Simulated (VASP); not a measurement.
# Rh (Fm-3m) in VASP: further runs

Runs on Rh. Level: r2SCAN. Tasks: relaxation of cell and atoms.

Everything below comes from runs of VASP 6.6.1. Logs are shortened: lines on timing, memory, paths and dates and some standing lists are left out, and cuts for length are marked.

## Step 1: The cell of the first run

Symmetry: Fm-3m, No. 225, cubic system. Conventional cell: a = 3.690 Å, b = 3.690 Å, c = 3.690 Å, α = 90.00°, β = 90.00°, γ = 90.00°. Rh (site symmetry m-3m) has 12 Rh at 2.61 Å within 3.4 Å.

## Step 2: Relaxation of cell and atoms, r2SCAN, target pressure 30 GPa, at which the enthalpy is minimised

Contents of POSCAR:

```
Rh
1.0
    0.0000000000      1.8452380422      1.8452380422
    1.8452380422      0.0000000000      1.8452380422
    1.8452380422      1.8452380422      0.0000000000
Rh
1
Direct
    0.0000000000      0.0000000000      0.0000000000
```

Contents of INCAR.step1:

```
  ALGO = Normal
  EDIFF = 1E-4
  ENCUT = 600
  GGA = PE
  ISMEAR = 0
  LASPH = T
  LCHARG = F
  LREAL = F
  LWAVE = T
  NELM = 80
  PREC = Accurate
  SIGMA = 0.1
```

Contents of INCAR.step2:

```
  ALGO = Normal
  EDIFF = 1E-6
  EDIFFG = -0.008
  ENCUT = 600
  IBRION = 2
  ISIF = 3
  ISMEAR = 0
  ISTART = 1
  LASPH = T
  LCHARG = F
  LMIXTAU = T
  LREAL = F
  LWAVE = F
  METAGGA = R2SCAN
  NELM = 80
  NSW = 70
  PREC = Accurate
  PSTRESS = 300.0
  SIGMA = 0.1
```

Contents of KPOINTS:

```
k-points
0
Gamma
  18 18 18
```

Potentials or basis: VASP PAW PBE potentials, release 64 (Rh_pv).

Started as:

```console
$ cat potpaw_PBE.64/Rh_pv/POTCAR > POTCAR
$ cp INCAR.step1 INCAR
$ mpirun -np 1 vasp_std > vasp.out
$ cp INCAR.step2 INCAR
$ mpirun -np 1 vasp_std > vasp.out
```

OUTCAR:

```text
EDIFF = 1E-6
   EDIFFG = -0.008
   ENCUT = 600
   IBRION = 2
   ISIF = 3
   ISMEAR = 0
   ISTART = 1
   LASPH = T
   LREAL = F
   METAGGA = R2SCAN
   NELM = 80
   NSW = 70
   PREC = Accurate
   PSTRESS = 300.0

 ion  position               nearest neighbor table
   1  0.000  0.000  0.000-

  LATTYP: Found a face centered cubic cell.
 ALAT       =     3.6904760844

  Lattice vectors:

 A1 = (   0.0000000000,   1.8452380422,   1.8452380422)
 A2 = (   1.8452380422,   0.0000000000,   1.8452380422)
 A3 = (   1.8452380422,   1.8452380422,   0.0000000000)

Analysis of symmetry for initial positions (statically):
=====================================================================
 Subroutine PRICEL returns:
 Original cell was already a primitive cell.

 Routine SETGRP: Setting up the symmetry group for a
 face centered cubic supercell.

 Subroutine GETGRP returns: Found 48 space group operations
 (whereof 48 operations were pure point group operations)
 out of a pool of 48 trial point group operations.

The static configuration has the point symmetry O_h .

Analysis of symmetry for dynamics (positions and initial velocities):
=====================================================================
 Subroutine PRICEL returns:
 Original cell was already a primitive cell.

 Routine SETGRP: Setting up the symmetry group for a
 face centered cubic supercell.

 Subroutine GETGRP returns: Found 48 space group operations
 (whereof 48 operations were pure point group operations)
 out of a pool of 48 trial point group operations.

The dynamic configuration has the point symmetry O_h .

 Subroutine INISYM returns: Found 48 space group operations
 (whereof 48 operations are pure point group operations),
 and found     1 'primitive' translations

----------------------------------------------------------------------------------------

                                     Primitive cell

  volume of cell :      12.5657

  direct lattice vectors                    reciprocal lattice vectors
     0.000000000  1.845238042  1.845238042    -0.270967750  0.270967750  0.270967750
     1.845238042  0.000000000  1.845238042     0.270967750 -0.270967750  0.270967750
     1.845238042  1.845238042  0.000000000     0.270967750  0.270967750 -0.270967750

  length of vectors
     2.609560665  2.609560665  2.609560665     0.469329910  0.469329910  0.469329910

  position of ions in fractional coordinates (direct lattice)
     0.000000000  0.000000000  0.000000000

  ion indices of the primitive-cell ions
   primitive index   ion index
                 1           1

----------------------------------------------------------------------------------------

 KPOINTS: k-points

Automatic generation of k-mesh.
 Grid dimensions read from file:
 generate k-points for:   18   18   18

 Generating k-lattice:

  Cartesian coordinates                     Fractional coordinates (reciprocal lattice)
    -0.015053764  0.015053764  0.015053764     0.055555556  0.000000000  0.000000000
     0.015053764 -0.015053764  0.015053764     0.000000000  0.055555556  0.000000000
     0.015053764  0.015053764 -0.015053764     0.000000000  0.000000000  0.055555556

  Length of vectors
     0.026073884  0.026073884  0.026073884

  Shift w.r.t. Gamma in fractional coordinates (k-lattice)
     0.000000000  0.000000000  0.000000000

 Subroutine IBZKPT returns following result:
 ===========================================

 Found    195 irreducible k-points:

 Following reciprocal coordinates:
            Coordinates               Weight
  0.000000  0.000000  0.000000      1.000000
  0.055556  0.000000  0.000000      8.000000
  0.111111  0.000000  0.000000      8.000000
  0.166667  0.000000  0.000000      8.000000
  0.222222  0.000000  0.000000      8.000000
  0.277778  0.000000  0.000000      8.000000
[... 16 lines left out ...]
 -0.277778  0.055556  0.000000     24.000000
 -0.222222  0.055556  0.000000     24.000000
 [... further k-points ...]
   k-points           NKPTS =    195   k-points in BZ     NKDIM =    195   number of bands    NBANDS=     11
   number of dos      NEDOS =    301   number of ions     NIONS =      1
   total plane-waves  NPLWV =  13824
   dimension x,y,z NGX =    24 NGY =   24 NGZ =   24
   dimension x,y,z NGXF=    48 NGYF=   48 NGZF=   48
   ions per type =               1
   NGX,Y,Z   is equivalent  to a cutoff of  15.29, 15.29, 15.29 a.u.
   NGXF,Y,Z  is equivalent  to a cutoff of  30.58, 30.58, 30.58 a.u.
 SYSTEM =  unknown system
   PREC   = accura    normal or accurate (medium, high low for compatibility)
   ISTART =      1    job   : 0-new  1-cont  2-samecut
   ICHARG =      0    charge: 1-file 2-atom 10-const
   ISPIN  =      1    spin polarized calculation?
   LNONCOLLINEAR =      F non collinear calculations
   LSORBIT =      F    spin-orbit coupling
   LASPH  =      T    aspherical Exc in radial PAW
   ENCUT  =  600.0 eV  44.10 Ry    6.64 a.u.   5.21  5.21  5.21*2*pi/ulx,y,z
[... 46 lines left out ...]
  ---------------------------------------------------
  ext. energy  EPLUGINS =         0.00000000
  ---------------------------------------------------
  free energy    TOTEN  =       -24.02573404 eV

  energy without entropy =      -24.01997327  energy(sigma->0) =      -24.02285365

------------------------ aborting loop because EDIFF is reached ----------------------------------------

  FORCE on cell =-STRESS in cart. coord.  units (eV):
  Direction    XX          YY          ZZ          XY          YZ          ZX
  --------------------------------------------------------------------------------------
  -------------------------------------------------------------------------------------
  Total        2.5638467      2.5638467      2.5638467     -0.0000000      0.0000000      0.0000000
  in kB      326.9003978    326.9003978    326.9003978     -0.0000000      0.0000000      0.0000000
  external PRESSURE =      26.9003978 kB  Pullay stress =     300.0000000 kB

 VOLUME and BASIS-vectors are now :
 -----------------------------------------------------------------------------
  energy-cutoff  :      600.00
  volume of cell :       12.57
      direct lattice vectors                 reciprocal lattice vectors
     0.000000000  1.845238042  1.845238042    -0.270967750  0.270967750  0.270967750
     1.845238042  0.000000000  1.845238042     0.270967750 -0.270967750  0.270967750
     1.845238042  1.845238042  0.000000000     0.270967750  0.270967750 -0.270967750
[... 44 lines left out ...]
  FREE ENERGIE OF THE ION-ELECTRON SYSTEM (eV)
  ---------------------------------------------------
  free  energy   TOTEN  =       -24.0893296684 eV

  energy  without entropy=      -24.0832306549  energy(sigma->0) =      -24.08628016

  enthalpy is  TOTEN    =       -21.6638831218 eV   P V=        2.4254465466

--------------------------------------- Ionic step        3  -------------------------------------------

 number of electron      14.9999998 magnetization

 Free energy of the ion-electron system (eV)
  ---------------------------------------------------
  ext. energy  EPLUGINS =         0.00000000
  ---------------------------------------------------
  free energy    TOTEN  =       -24.04121214 eV

  energy without entropy =      -24.03538286  energy(sigma->0) =      -24.03829750

 E-fermi :  13.3497     XC(G=0): -15.8420

 val. band max:       13.3447050798   @ k =   0.5000   0.2222   0.1111
 cond. band min:      13.3624734632   @ k =  -0.2778   0.3333   0.1111
 fundamental gap:      0.0177683835
 Fermi energy:        13.3496528268

 k-point     1 :       0.0000    0.0000    0.0000
  band No.  band energies     occupation
      1     -34.6035      2.00000
      2     -34.6035      2.00000
      3     -34.6035      2.00000
      4       4.5149      2.00000
      5       9.7227      2.00000
      6       9.7227      2.00000
      7       9.7227      2.00000
      8      12.1299      2.00000
      9      12.1299      2.00000
     10      29.9565      0.00000
     11      30.6302      0.00000

 k-point     2 :       0.0556    0.0000    0.0000
  band No.  band energies     occupation
      1     -34.6365      2.00000
      2     -34.6079      2.00000
      3     -34.6079      2.00000
      4       4.6567      2.00000
      5       9.6555      2.00000
      6       9.7800      2.00000
      7       9.7800      2.00000
      8      12.0960      2.00000
      9      12.0960      2.00000
     10      30.1761      0.00000
     11      30.6302      0.00000
[... 295 lines left out ...]
 k-point    24 :      -0.2222    0.0556    0.0000
  band No.  band energies     occupation
      1     -35.1114      2.00000
      2     -34.7055      2.00000
      3     -34.6597      2.00000
      4       6.4790      2.00000
      5       9.3770      2.00000
      6      10.1669      2.00000
      7      10.2222      2.00000
      8      11.9069      2.00000
      9      12.7266      2.00000
     10      30.1434      0.00000
     11      30.6333      0.00000

 [... further k-points ...]

------------------------ aborting loop because EDIFF is reached ----------------------------------------

  FORCE on cell =-STRESS in cart. coord.  units (eV):
  Direction    XX          YY          ZZ          XY          YZ          ZX
  --------------------------------------------------------------------------------------
  -------------------------------------------------------------------------------------
  Total        2.3670957      2.3670957      2.3670957      0.0000000      0.0000000      0.0000000
  in kB      299.9248783    299.9248783    299.9248783      0.0000000      0.0000000      0.0000000
  external PRESSURE =      -0.0751217 kB  Pullay stress =     300.0000000 kB

 VOLUME and BASIS-vectors are now :
 -----------------------------------------------------------------------------
  energy-cutoff  :      600.00
  volume of cell :       12.64
      direct lattice vectors                 reciprocal lattice vectors
     0.000000000  1.849103851  1.849103851    -0.270401254  0.270401254  0.270401254
     1.849103851  0.000000000  1.849103851     0.270401254 -0.270401254  0.270401254
     1.849103851  1.849103851 -0.000000000     0.270401254  0.270401254 -0.270401254

 POSITION                                       TOTAL-FORCE (eV/Angst)
 -----------------------------------------------------------------------------------
      0.00000      0.00000     -0.00000         0.000000      0.000000     -0.000000
 -----------------------------------------------------------------------------------
    total drift:                               -0.000000      0.000000      0.000000

  FREE ENERGIE OF THE ION-ELECTRON SYSTEM (eV)
  ---------------------------------------------------
  free  energy   TOTEN  =       -24.0412121357 eV

  energy  without entropy=      -24.0353828585  energy(sigma->0) =      -24.03829750

  enthalpy is  TOTEN    =       -21.6735235664 eV   P V=        2.3676885693

 reached required accuracy - stopping structural energy minimisation
```

It took 16 min on 1 thread of AMD EPYC, shared host; peak memory 0.15 GiB.

Results:

```yaml
Free_energy: -24.0412 eV
Relaxed_volume: 12.64 Å³/atom
Relaxed_cell: a = 2.615 Å, b = 2.615 Å, c = 2.615 Å, α = 60.00°, β = 60.00°, γ = 60.00°
Space_group_after_relaxing_to_0.1_Å: Fm-3m (No. 225)
Energy_change_on_relaxing_the_run_minimises_the_enthalpy: -15.5 meV/atom
Ionic_steps: 3
Pressure_after_relaxing: 30.0 GPa
Band_gap_on_the_k_mesh: zero (an odd number of electrons rules out a gap without spin polarisation)
```

Step by step:
| step | energy change (eV) | largest force (eV/Å) | pressure (GPa) | volume (Å³) |
| --- | --- | --- | --- | --- |
| 1 | 0.0000 | 0.0000 | 32.69 | 12.57 |
| 2 | -0.0636 | 0.0000 | 20.25 | 12.95 |
| 3 | -0.0155 | 0.0000 | 29.99 | 12.64 |

Final structure:
```
CELL_PARAMETERS angstrom
0.00000 1.84910 1.84910
1.84910 0.00000 1.84910
1.84910 1.84910 0.00000
ATOMIC_POSITIONS crystal
Rh 0.00000 0.00000 0.00000
```

Caveat: the cell is relaxed towards a set pressure, so the run minimises the enthalpy, not the energy; the PAW data sets were made with another functional, which shifts forces and pressure a little.

## Step 3: Relaxation of cell and atoms, r2SCAN, target pressure 15 GPa, at which the enthalpy is minimised

This run uses another cell than the first one, of 13.07 Å³/atom.

Contents of POSCAR:

```
Rh
1.0
    0.0000000000      1.8697458563      1.8697458563
    1.8697458563      0.0000000000      1.8697458563
    1.8697458563      1.8697458563      0.0000000000
Rh
1
Direct
    0.0000000000      0.0000000000      0.0000000000
```

Contents of INCAR.step1:

```
PREC     = Accurate       # precision mode
ENCUT    = 600            # plane-wave cutoff, eV
ISMEAR   = 0              # smearing method
SIGMA    = 0.1            # smearing width, eV
LREAL    = False          # projectors in reciprocal space
LASPH    = True           # aspherical terms in the spheres
NELM     = 60             # most SCF steps
GGA      = PE             # functional
ALGO     = Normal         # electronic algorithm
EDIFF    = 1E-4           # SCF threshold, eV
LWAVE    = True           # write WAVECAR
LCHARG   = False          # write CHGCAR
```

Contents of INCAR.step2:

```
PREC     = Accurate       # precision mode
ENCUT    = 600            # plane-wave cutoff, eV
EDIFF    = 1E-7           # SCF threshold, eV
ISMEAR   = 0              # smearing method
SIGMA    = 0.1            # smearing width, eV
LREAL    = False          # projectors in reciprocal space
LASPH    = True           # aspherical terms in the spheres
NELM     = 60             # most SCF steps
ALGO     = Normal         # electronic algorithm
ISIF     = 3              # what is computed and relaxed
LWAVE    = False          # write WAVECAR
LCHARG   = False          # write CHGCAR
METAGGA  = R2SCAN         # meta-GGA
LMIXTAU  = True         
IBRION   = 2              # ionic algorithm
NSW      = 70             # ionic steps
EDIFFG   = -0.008         # ionic threshold
PSTRESS  = 150.0        
ISTART   = 1
```

Contents of KPOINTS:

```
Automatic mesh
0
Gamma
  18 18 18
```

Potentials or basis: VASP PAW PBE potentials, release 64 (Rh_pv).

Started as:

```console
$ cat potpaw_PBE.64/Rh_pv/POTCAR > POTCAR
$ cp INCAR.step1 INCAR
$ mpirun -np 1 vasp_std > vasp.out
$ cp INCAR.step2 INCAR
$ mpirun -np 1 vasp_std > vasp.out
```

It took 19 min on 1 thread of AMD EPYC, shared host; peak memory 0.15 GiB.

Results (log left out):

| Quantity | Value |
| --- | --- |
| Free energy | -24.1103 eV |
| Relaxed volume | 13.14 Å³/atom |
| Relaxed cell | a = 2.649 Å, b = 2.649 Å, c = 2.649 Å, α = 60.00°, β = 60.00°, γ = 60.00° |
| Space group after relaxing (to 0.1 Å) | Fm-3m (No. 225) |
| Energy change on relaxing (the run minimises the enthalpy) | -6.5 meV/atom |
| Ionic steps | 3 |
| Pressure after relaxing | 15.0 GPa |
| Band gap on the k mesh | zero (an odd number of electrons rules out a gap without spin polarisation) |

The path:
| step | energy change (eV) | largest force (eV/Å) | pressure (GPa) | volume (Å³) |
| --- | --- | --- | --- | --- |
| 1 | 0.0000 | 0.0000 | 16.81 | 13.07 |
| 2 | -0.0229 | 0.0000 | 9.38 | 13.36 |
| 3 | -0.0065 | 0.0000 | 15.01 | 13.14 |

Final structure:
```
Rh
1.0
     0.00000    1.87286    1.87286
     1.87286    0.00000    1.87286
     1.87286    1.87286    0.00000
Rh
1
Direct
  0.00000 0.00000 0.00000
```

Levels at points of the mesh, in eV from the Fermi level:
```tsv
k point	band 4	band 5	band 6	band 7	band 8	band 9	band 10	band 11
(0.00, 0.00, 0.00)	-8.54	-3.42	-3.42	-3.42	-1.15	-1.15	16.66	17.32
(0.50, 0.00, 0.00)	-6.75	-3.54	-3.54	0.63	0.63	0.85	9.58	16.24
(0.50, 0.50, 0.00)	-7.02	-6.62	0.55	1.12	1.12	3.55	13.48	14.28
```

Caveat: the cell is relaxed towards a set pressure, so the run minimises the enthalpy, not the energy; the PAW data sets were made with another functional, which shifts forces and pressure a little.

## Step 4: Relaxation of cell and atoms, r2SCAN, target pressure 3 GPa, at which the enthalpy is minimised

This run uses another cell than the first one, of 13.33 Å³/atom.

Contents of POSCAR:

```
Rh
1.0
    0.0000000000      1.8820591917      1.8820591917
    1.8820591917      0.0000000000      1.8820591917
    1.8820591917      1.8820591917      0.0000000000
Rh
1
Direct
    0.0000000000      0.0000000000      0.0000000000
```

Contents of INCAR.step1:

```
ALGO = Normal
EDIFF = 1E-4
ENCUT = 600
GGA = PE
ISMEAR = 0
LASPH = True
LCHARG = False
LREAL = False
LWAVE = True
NELM = 60
PREC = Accurate
SIGMA = 0.1
```

Contents of INCAR.step2:

```
ALGO = Normal
EDIFF = 1E-6
EDIFFG = -0.008
ENCUT = 600
IBRION = 2
ISIF = 3
ISMEAR = 0
ISTART = 1
LASPH = True
LCHARG = False
LMIXTAU = True
LREAL = False
LWAVE = False
METAGGA = R2SCAN
NELM = 60
NSW = 70
PREC = Accurate
PSTRESS = 30.0
SIGMA = 0.1
```

Contents of KPOINTS:

```
k-points
0
Gamma
  18 18 18
```

Started as:

```console
$ cat potpaw_PBE.64/Rh_pv/POTCAR > POTCAR
$ cp INCAR.step1 INCAR
$ mpirun -np 1 vasp_std > vasp.out
$ cp INCAR.step2 INCAR
$ mpirun -np 1 vasp_std > vasp.out
```

It took 21 min on 1 thread of AMD EPYC, shared host; peak memory 0.15 GiB.

Results (log left out):

| Property | Result |
| --- | --- |
| Free energy | -24.1374 eV |
| Relaxed volume | 13.63 Å³/atom |
| Relaxed cell | a = 2.681 Å, b = 2.681 Å, c = 2.681 Å, α = 60.00°, β = 60.00°, γ = 60.00° |
| Space group after relaxing (to 0.1 Å) | Fm-3m (No. 225) |
| Energy change on relaxing (the run minimises the enthalpy) | -11.8 meV/atom |
| Ionic steps | 5 |
| Pressure after relaxing | 3.0 GPa |
| Band gap on the k mesh | zero (an odd number of electrons rules out a gap without spin polarisation) |

Step by step:
```tsv
step	energy change (eV)	largest force (eV/Å)	pressure (GPa)	volume (Å³)
1	0.0000	0.0000	9.90	13.33
2	0.0153	0.0000	-12.31	14.47
3	-0.0119	0.0000	2.87	13.64
4	-0.0118	0.0000	3.20	13.63
5	-0.0118	0.0000	3.00	13.63
```

Final structure:
```
Rh
1.0
     0.00000    1.89595    1.89595
     1.89595    0.00000    1.89595
     1.89595    1.89595    0.00000
Rh
1
Direct
  0.00000 0.00000 0.00000
```

Levels at points of the mesh, in eV from the Fermi level:
```tsv
k point	band 4	band 5	band 6	band 7	band 8	band 9	band 10	band 11
(0.00, 0.00, 0.00)	-8.25	-3.22	-3.22	-3.22	-1.09	-1.09	16.70	17.36
(0.50, 0.00, 0.00)	-6.42	-3.34	-3.34	0.59	0.59	0.89	9.17	16.26
(0.50, 0.50, 0.00)	-6.64	-6.26	0.51	1.05	1.05	3.49	12.98	14.05
```

Caveat: the cell is relaxed towards a set pressure, so the run minimises the enthalpy, not the energy; the PAW data sets were made with another functional, which shifts forces and pressure a little.

## Step 5: Summary

| cell | gap on the mesh (eV) | pressure (GPa) |
| --- | --- | --- |
| relaxed to 30 GPa from a = 2.610 Å, angles 60.0°, 1 atom | none | 30.0 |
| relaxed to 15 GPa from a = 2.644 Å, angles 60.0°, 1 atom | none | 15.0 |
| relaxed to 3 GPa from a = 2.662 Å, angles 60.0°, 1 atom | none | 3.0 |

Alike in all rows: task relaxation of cell and atoms; level r2SCAN; potentials or basis VASP PAW PBE potentials, release 64 (Rh_pv); no spin polarisation; k mesh 18 × 18 × 18; cutoff (eV) 600; smearing gaussian 0.1 eV.

Caveats: the cell is relaxed towards a set pressure, so the run minimises the enthalpy, not the energy; the PAW data sets were made with another functional, which shifts forces and pressure a little.

Total energies depend on the potentials used, so only differences within one code and one set of settings carry meaning.
